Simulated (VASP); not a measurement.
# Na2S (Fm-3m) in VASP: a series of runs

Na2S is run at these levels: r2SCAN, PBE, PBEsol; tasks: relaxation of the atoms, relaxation of cell and atoms.

Program: VASP 6.6.1. These are calculated values, not measurements. Logs are shortened: lines on timing, memory, paths and dates and some standing lists are left out, and cuts for length are marked.

## (1) The cell of the first run

The structure is cubic, space group Fm-3m (No. 225). Conventional cell: a = 6.424 Å, b = 6.424 Å, c = 6.424 Å, α = 90.00°, β = 90.00°, γ = 90.00°. Na (site symmetry -43m) has 4 S at 2.78 Å and 6 Na at 3.21 Å within 3.7 Å. S (site symmetry m-3m) has 8 Na at 2.78 Å within 3.7 Å.

## (2) Relaxation of the atoms, r2SCAN

Contents of POSCAR:

```
Na2S
1.0
    0.0000000000      3.2119835300      3.2119835300
    3.2119835300      0.0000000000      3.2119835300
    3.2119835300      3.2119835300      0.0000000000
Na S
2 1
Direct
    0.2500000000      0.2500000000      0.2500000000
    0.7500000000      0.7500000000      0.7500000000
    0.0000000000      0.0000000000      0.0000000000
```

Contents of INCAR.step1:

```
SYSTEM = Na2S
PREC     = Accurate       ! precision mode
ENCUT    = 500            ! plane-wave cutoff, eV
ISMEAR   = -1             ! smearing method
SIGMA    = 0.02           ! smearing width, eV
LREAL    = .False.        ! projectors in reciprocal space
LASPH    = .True.         ! aspherical terms in the spheres
NELM     = 120            ! most SCF steps
GGA      = PE             ! functional
ALGO     = Normal         ! electronic algorithm
EDIFF    = 1E-5           ! SCF threshold, eV
LWAVE    = .True.         ! write WAVECAR
LCHARG   = .False.        ! write CHGCAR
GGA_COMPAT= .False.      
IBRION   = 2              ! ionic algorithm
EDIFFG   = -0.01          ! ionic threshold
NELMIN   = 4            
NSW      = 100            ! ionic steps
```

Contents of INCAR.step2:

```
SYSTEM = Na2S
PREC     = Accurate       ! precision mode
ENCUT    = 500            ! plane-wave cutoff, eV
EDIFF    = 1E-7           ! SCF threshold, eV
ISMEAR   = -1             ! smearing method
SIGMA    = 0.02           ! smearing width, eV
LREAL    = .False.        ! projectors in reciprocal space
LASPH    = .True.         ! aspherical terms in the spheres
NELM     = 120            ! most SCF steps
ALGO     = Normal         ! electronic algorithm
ISIF     = 2              ! what is computed and relaxed
LWAVE    = .False.        ! write WAVECAR
LCHARG   = .False.        ! write CHGCAR
METAGGA  = R2SCAN         ! meta-GGA
LMIXTAU  = .True.       
IBRION   = 2              ! ionic algorithm
NSW      = 50             ! ionic steps
EDIFFG   = -0.01          ! ionic threshold
ISTART   = 1            
GGA_COMPAT= .False.      
NELMIN   = 4
```

Contents of KPOINTS:

```
regular mesh
0
Gamma
  8 8 8
  0 0 0
```

Potentials or basis: VASP PAW PBE potentials, release 64 (Na_pv, S).

Run with:

```console
cat potpaw_PBE.64/Na_pv/POTCAR potpaw_PBE.64/S/POTCAR > POTCAR
cp INCAR.step1 INCAR
mpirun -np 1 vasp_std > vasp.out
cp INCAR.step2 INCAR
mpirun -np 1 vasp_std > vasp.out
```

OUTCAR:

```text
SYSTEM = Na2S
   PREC = Accurate
   ENCUT = 500
   EDIFF = 1E-7
   ISMEAR = -1
   LREAL = .False.
   LASPH = .True.
   NELM = 120
   ISIF = 2
   METAGGA = R2SCAN
   IBRION = 2
   NSW = 50
   EDIFFG = -0.01
   ISTART = 1
   NELMIN = 4

 ion  position               nearest neighbor table
   1  0.250  0.250  0.250-   3 2.78   3 2.78   3 2.78   3 2.78
   2  0.750  0.750  0.750-   3 2.78   3 2.78   3 2.78   3 2.78
   3  0.000  0.000  0.000-   1 2.78   2 2.78   2 2.78   2 2.78   2 2.78   1 2.78   1 2.78   1 2.78

  LATTYP: Found a face centered cubic cell.
 ALAT       =     6.4239670600

  Lattice vectors:

 A1 = (   0.0000000000,   3.2119835300,   3.2119835300)
 A2 = (   3.2119835300,   0.0000000000,   3.2119835300)
 A3 = (   3.2119835300,   3.2119835300,   0.0000000000)

Analysis of symmetry for initial positions (statically):
=====================================================================
 Subroutine PRICEL returns:
 Original cell was already a primitive cell.

 Routine SETGRP: Setting up the symmetry group for a
 face centered cubic supercell.

 Subroutine GETGRP returns: Found 48 space group operations
 (whereof 48 operations were pure point group operations)
 out of a pool of 48 trial point group operations.

The static configuration has the point symmetry O_h .

Analysis of symmetry for dynamics (positions and initial velocities):
=====================================================================
 Subroutine PRICEL returns:
 Original cell was already a primitive cell.

 Routine SETGRP: Setting up the symmetry group for a
 face centered cubic supercell.

 Subroutine GETGRP returns: Found 48 space group operations
 (whereof 48 operations were pure point group operations)
 out of a pool of 48 trial point group operations.

The dynamic configuration has the point symmetry O_h .

 Subroutine INISYM returns: Found 48 space group operations
 (whereof 48 operations are pure point group operations),
 and found     1 'primitive' translations

----------------------------------------------------------------------------------------

                                     Primitive cell

  volume of cell :      66.2750

  direct lattice vectors                    reciprocal lattice vectors
     0.000000000  3.211983530  3.211983530    -0.155667050  0.155667050  0.155667050
     3.211983530  0.000000000  3.211983530     0.155667050 -0.155667050  0.155667050
     3.211983530  3.211983530  0.000000000     0.155667050  0.155667050 -0.155667050

  length of vectors
     4.542430670  4.542430670  4.542430670     0.269623239  0.269623239  0.269623239

  position of ions in fractional coordinates (direct lattice)
     0.250000000  0.250000000  0.250000000
     0.750000000  0.750000000  0.750000000
     0.000000000  0.000000000  0.000000000

  ion indices of the primitive-cell ions
   primitive index   ion index
                 1           1
                 2           2
                 3           3

----------------------------------------------------------------------------------------

 KPOINTS: regular mesh

Automatic generation of k-mesh.
 Grid dimensions read from file:
 generate k-points for:    8    8    8

 Generating k-lattice:

  Cartesian coordinates                     Fractional coordinates (reciprocal lattice)
    -0.019458381  0.019458381  0.019458381     0.125000000  0.000000000  0.000000000
     0.019458381 -0.019458381  0.019458381     0.000000000  0.125000000  0.000000000
     0.019458381  0.019458381 -0.019458381     0.000000000  0.000000000  0.125000000

  Length of vectors
     0.033702905  0.033702905  0.033702905

  Shift w.r.t. Gamma in fractional coordinates (k-lattice)
     0.000000000  0.000000000  0.000000000

 Subroutine IBZKPT returns following result:
 ===========================================

 Found     29 irreducible k-points:

 Following reciprocal coordinates:
            Coordinates               Weight
  0.000000  0.000000  0.000000      1.000000
  0.125000  0.000000  0.000000      8.000000
  0.250000  0.000000  0.000000      8.000000
  0.375000  0.000000  0.000000      8.000000
  0.500000  0.000000  0.000000      4.000000
  0.125000  0.125000  0.000000      6.000000
[... 16 lines left out ...]
  0.500000  0.250000  0.125000     48.000000
 -0.375000  0.250000  0.125000     24.000000
 [... further k-points ...]
   k-points           NKPTS =     29   k-points in BZ     NKDIM =     29   number of bands    NBANDS=     14
   number of dos      NEDOS =    301   number of ions     NIONS =      3
   total plane-waves  NPLWV =  46656
   dimension x,y,z NGX =    36 NGY =   36 NGZ =   36
   dimension x,y,z NGXF=    72 NGYF=   72 NGZF=   72
   ions per type =               2   1
   NGX,Y,Z   is equivalent  to a cutoff of  13.18, 13.18, 13.18 a.u.
   NGXF,Y,Z  is equivalent  to a cutoff of  26.35, 26.35, 26.35 a.u.
 SYSTEM =  Na2S
   PREC   = accura    normal or accurate (medium, high low for compatibility)
   ISTART =      1    job   : 0-new  1-cont  2-samecut
   ICHARG =      0    charge: 1-file 2-atom 10-const
   ISPIN  =      1    spin polarized calculation?
   LNONCOLLINEAR =      F non collinear calculations
   LSORBIT =      F    spin-orbit coupling
   LASPH  =      T    aspherical Exc in radial PAW
   ENCUT  =  500.0 eV  36.75 Ry    6.06 a.u.   8.28  8.28  8.28*2*pi/ulx,y,z
   NELM   =    120;   NELMIN=  4; NELMDL=  0     # of ELM steps
   EDIFF  = 0.1E-06   stopping-criterion for ELM
   LREAL  =      F    real-space projection
   EDIFFG = -.1E-01   stopping-criterion for IOM
   NSW    =     50    number of steps for IOM
   IBRION =      2    ionic relax: 0-MD 1-quasi-New 2-CG
   NFREE  =      1    steps in history (QN), initial steepest desc. (CG)
   ISIF   =      2    stress and relaxation
   ISYM   =      2    0-nonsym 1-usesym 2-fastsym
   POTIM  = 0.5000    time-step for ionic-motion
   TEBEG  =    0.0;   TEEND  =   0.0 temperature during run
   PSTRESS=    0.0 pullay stress
   NELECT =      20.0000    total number of electrons
   NUPDOWN=      -1.0000    fix difference up-down
   EMIN   =  10.00;   EMAX   =-10.00  energy-range for DOS
   EFERMI =   0.00;   METHOD = LEGACY
   ISMEAR =    -1;   SIGMA  =   0.02  broadening in eV -4-tet -1-fermi 0-gaus
   EFERMI_NEDOS =   21; number of points for ismear=-14 and -15
   IALGO  =     38    algorithm
   IMIX   =      4    mixing-type and parameters
     AMIX     =   0.40;   BMIX     =  1.00
     AMIX_MAG =   1.60;   BMIX_MAG =  1.00
  volume/ion in A,a.u.               =      22.09       149.08
  Fermi-wavevector in a.u.,A,eV,Ry     =   1.098082  2.075074 16.405695  1.205785
  Thomas-Fermi vector in A             =   2.234454
   LORBIT       =      0    0 simple, 1 ext, 2 COOP (PROOUT), +10 PAW based schemes
   METAGGA = R2SCAN    functional components
   LHFCALC =     F    Hartree Fock is set to
   AEXX    =    0.0000 exact exchange contribution
   IVDW    =     0    specifies the selected vdW correction
   LEPSILON=     F    determine dielectric tensor
   LRPA    =     F    only Hartree local field effects (RPA)
 conjugate gradient relaxation of ions
 non-spin polarized calculation
  energy-cutoff  :      500.00
  volume of cell :       66.28
 maximum number of plane-waves:      1705
 NGX is ok and might be reduce to    36
   NGX = 17   NGY = 17   NGZ = 17

 number of electron      19.9999996 magnetization

 Free energy of the ion-electron system (eV)
  ---------------------------------------------------
  ext. energy  EPLUGINS =         0.00000000
  ---------------------------------------------------
  free energy    TOTEN  =       -18.95823842 eV

  energy without entropy =      -18.95823842  energy(sigma->0) =      -18.95823842

 E-fermi :   0.5235     XC(G=0):  -8.4876

 val. band max:        0.1004112696   @ k =   0.0000   0.0000   0.0000
 cond. band min:       3.3591629117   @ k =   0.0000   0.0000   0.0000
 fundamental gap:      3.2587516421
 Fermi energy:         0.5235078177

 k-point     1 :       0.0000    0.0000    0.0000
  band No.  band energies     occupation
      1     -22.8357      2.00000
      2     -22.8357      2.00000
      3     -22.8357      2.00000
      4     -22.7764      2.00000
      5     -22.7764      2.00000
      6     -22.7764      2.00000
      7     -10.5344      2.00000
      8       0.1004      2.00000
      9       0.1004      2.00000
     10       0.1004      2.00000
     11       3.3592      0.00000
     12       8.7147      0.00000
     13       8.7147      0.00000
     14       8.7147      0.00000

 k-point     2 :       0.1250    0.0000    0.0000
  band No.  band energies     occupation
      1     -22.8344      2.00000
      2     -22.8336      2.00000
      3     -22.8336      2.00000
      4     -22.7801      2.00000
      5     -22.7788      2.00000
      6     -22.7788      2.00000
      7     -10.4946      2.00000
      8      -0.2587      2.00000
      9       0.0811      2.00000
     10       0.0811      2.00000
     11       3.8309      0.00000
     12       8.5200      0.00000
     13       8.7966      0.00000
     14       8.7966      0.00000

 k-point     3 :       0.2500    0.0000    0.0000
  band No.  band energies     occupation
      1     -22.8306      2.00000
      2     -22.8277      2.00000
      3     -22.8277      2.00000
      4     -22.7897      2.00000
      5     -22.7856      2.00000
      6     -22.7856      2.00000
      7     -10.3962      2.00000
      8      -0.9071      2.00000
      9       0.0358      2.00000
     10       0.0358      2.00000
     11       4.7475      0.00000
     12       8.0562      0.00000
     13       8.4734      0.00000
     14       8.4734      0.00000
[... 324 lines left out ...]
 k-point    23 :       0.5000    0.2500    0.1250
  band No.  band energies     occupation
      1     -22.8480      2.00000
      2     -22.8342      2.00000
      3     -22.8212      2.00000
      4     -22.7963      2.00000
      5     -22.7870      2.00000
      6     -22.7712      2.00000
      7     -10.2409      2.00000
      8      -1.2578      2.00000
      9      -0.4594      2.00000
     10      -0.1258      2.00000
     11       5.7410      0.00000
     12       7.0569      0.00000
     13       8.1813      0.00000
     14       8.7353      0.00000

 k-point    24 :      -0.3750    0.2500    0.1250
  band No.  band energies     occupation
      1     -22.8474      2.00000
      2     -22.8408      2.00000
      3     -22.8092      2.00000
      4     -22.8089      2.00000
      5     -22.7777      2.00000
      6     -22.7763      2.00000
      7     -10.2063      2.00000
      8      -1.3502      2.00000
      9      -0.5212      2.00000
     10      -0.1685      2.00000
     11       5.9530      0.00000
     12       6.7921      0.00000
     13       8.5052      0.00000
     14       8.6283      0.00000

 [... further k-points ...]

------------------------ aborting loop because EDIFF is reached ----------------------------------------

  FORCE on cell =-STRESS in cart. coord.  units (eV):
  Direction    XX          YY          ZZ          XY          YZ          ZX
  --------------------------------------------------------------------------------------
  -------------------------------------------------------------------------------------
  Total        0.5242213      0.5242213      0.5242213      0.0000000      0.0000000     -0.0000000
  in kB       12.6728800     12.6728800     12.6728800      0.0000000      0.0000000     -0.0000000
  external PRESSURE =      12.6728800 kB  Pullay stress =       0.0000000 kB

 VOLUME and BASIS-vectors are now :
 -----------------------------------------------------------------------------
  energy-cutoff  :      500.00
  volume of cell :       66.28
      direct lattice vectors                 reciprocal lattice vectors
     0.000000000  3.211983530  3.211983530    -0.155667050  0.155667050  0.155667050
     3.211983530  0.000000000  3.211983530     0.155667050 -0.155667050  0.155667050
     3.211983530  3.211983530  0.000000000     0.155667050  0.155667050 -0.155667050

 POSITION                                       TOTAL-FORCE (eV/Angst)
 -----------------------------------------------------------------------------------
      1.60599      1.60599      1.60599        -0.000000     -0.000000      0.000000
      4.81798      4.81798      4.81798         0.000000      0.000000     -0.000000
      0.00000      0.00000      0.00000        -0.000000     -0.000000      0.000000
 -----------------------------------------------------------------------------------
    total drift:                                0.000000      0.000000      0.000000

  FREE ENERGIE OF THE ION-ELECTRON SYSTEM (eV)
  ---------------------------------------------------
  free  energy   TOTEN  =       -18.9582384237 eV

  energy  without entropy=      -18.9582384237  energy(sigma->0) =      -18.95823842

 reached required accuracy - stopping structural energy minimisation
```

Run time: 97 s. Hardware: 1 thread of AMD EPYC 9R45 (Zen 5), shared host; peak memory 0.18 GiB.

Results:

- Free energy: -18.9582 eV
- Pressure after relaxing: 1.3 GPa
- Band gap on the k mesh: 3.26 eV

Final structure:
```
CELL_PARAMETERS angstrom
0.00000 3.21198 3.21198
3.21198 0.00000 3.21198
3.21198 3.21198 0.00000
ATOMIC_POSITIONS crystal
Na 0.25000 0.25000 0.25000
Na 0.75000 0.75000 0.75000
S 0.00000 0.00000 0.00000
```

Caveat: the relaxation stopped at its first step, so nothing moved; the PAW data sets were made with another functional, which shifts forces and pressure a little. A k mesh can miss the band edges.

## (3) Relaxation of the atoms, r2SCAN

This run uses another cell than the first one, of 22.55 Å³/atom.

Contents of POSCAR:

```
Na2S
1.0
    0.0000000000      3.2341358400      3.2341358400
    3.2341358400      0.0000000000      3.2341358400
    3.2341358400      3.2341358400      0.0000000000
Na S
2 1
Direct
    0.2500000000      0.2500000000      0.2500000000
    0.7500000000      0.7500000000      0.7500000000
    0.0000000000      0.0000000000      0.0000000000
```

Contents of INCAR.step1:

```
SYSTEM = Na2S
ALGO = Normal ; EDIFF = 1E-5
EDIFFG = -0.01 ; ENCUT = 500
GGA = PE ; GGA_COMPAT = .FALSE.
IBRION = 2 ; ISMEAR = -1
LASPH = .TRUE. ; LCHARG = .FALSE.
LREAL = .FALSE. ; LWAVE = .TRUE.
NELM = 120 ; NELMIN = 4
NSW = 100 ; PREC = Accurate
SIGMA = 0.02
```

Contents of INCAR.step2:

```
SYSTEM = Na2S
ALGO = Normal ; EDIFF = 1E-7
EDIFFG = -0.01 ; ENCUT = 500
GGA_COMPAT = .FALSE. ; IBRION = 2
ISIF = 2 ; ISMEAR = -1
ISTART = 1 ; LASPH = .TRUE.
LCHARG = .FALSE. ; LMIXTAU = .TRUE.
LREAL = .FALSE. ; LWAVE = .FALSE.
METAGGA = R2SCAN ; NELM = 120
NELMIN = 4 ; NSW = 50
PREC = Accurate ; SIGMA = 0.02
```

Contents of KPOINTS:

```
k-points
0
G
  8 8 8
  0 0 0
```

Potentials or basis: VASP PAW PBE potentials, release 64 (Na_pv, S).

Run with:

```console
cat potpaw_PBE.64/Na_pv/POTCAR potpaw_PBE.64/S/POTCAR > POTCAR
cp INCAR.step1 INCAR
mpirun -np 1 vasp_std > vasp.out
cp INCAR.step2 INCAR
mpirun -np 1 vasp_std > vasp.out
```

It took 77 s on 1 thread of AMD EPYC 9R45 (Zen 5), shared host; peak memory 0.18 GiB.

The run converged. Its results:

- Free energy: -18.9658 eV
- Pressure after relaxing: 0.6 GPa
- Band gap on the k mesh: 3.18 eV

Final structure:
```xyz
3
Lattice="0.0000 3.2341 3.2341 3.2341 0.0000 3.2341 3.2341 3.2341 0.0000" Properties=species:S:1:pos:R:3 pbc="T T T"
Na    1.6171    1.6171    1.6171
Na    4.8512    4.8512    4.8512
S     0.0000    0.0000    0.0000
```

Levels at points of the mesh, in eV from the valence-band top:
```tsv
k point	band 6	band 7	band 8	band 9	band 10	band 11	band 12	band 13	band 14
(0.00, 0.00, 0.00)	-22.92	-10.60	0.00	0.00	0.00	3.18	8.54	8.54	8.54
(0.50, 0.00, 0.00)	-22.95	-10.34	-1.66	-0.13	-0.13	5.65	7.07	7.74	7.74
(0.50, 0.50, 0.00)	-22.91	-10.25	-1.47	-0.46	-0.46	4.21	6.84	9.60	10.75
```

Caveat: the relaxation stopped at its first step, so nothing moved; the PAW data sets were made with another functional, which shifts forces and pressure a little. A k mesh can miss the band edges.

(Part 1 of 2 ends here.)
